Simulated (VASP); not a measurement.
AlN:

```
CELL_PARAMETERS angstrom
3.12989 0.00000 0.00000
-1.56494 2.71056 0.00000
0.00000 0.00000 4.81630
ATOMIC_POSITIONS crystal
Al 0.33333 0.66667 0.00173
Al 0.66667 0.33333 0.50173
N 0.33333 0.66667 0.38327
N 0.66667 0.33333 0.88327
```

| Property | Result |
| --- | --- |
| Program | VASP 6.6.1 |
| Task | relaxation of the atoms |
| Functional | PBE |
| Potentials or basis | VASP PAW PBE potentials, release 64 (Al, N) |
| Cutoff | 520 eV |
| k mesh | 9 × 9 × 6 |
| Occupations | gaussian, width 0.05 eV |
| Spin | no spin polarisation |

At the start: pressure 8.5 GPa; volume 10.22 Å³/atom.

Task: Where does the relaxation end?

Result: Over 3 steps the energy falls by 7.0 meV/atom; space group P6_3mc (No. 186, to 0.1 Å) before and after.

The path:
| step | energy change (eV) | largest force (eV/Å) | pressure (GPa) |
| --- | --- | --- | --- |
| 1 | 0.0000 | 0.6543 | 8.45 |
| 2 | -0.0235 | 0.2275 | 7.45 |
| 3 | -0.0278 | 0.0018 | 7.65 |

Final structure:
```
Al N
1.0
     3.12989    0.00000    0.00000
    -1.56494    2.71056    0.00000
     0.00000    0.00000    4.81630
Al N
2 2
Direct
  0.33333 0.66667 0.99712
  0.66667 0.33333 0.49712
  0.33333 0.66667 0.38788
  0.66667 0.33333 0.88788
```
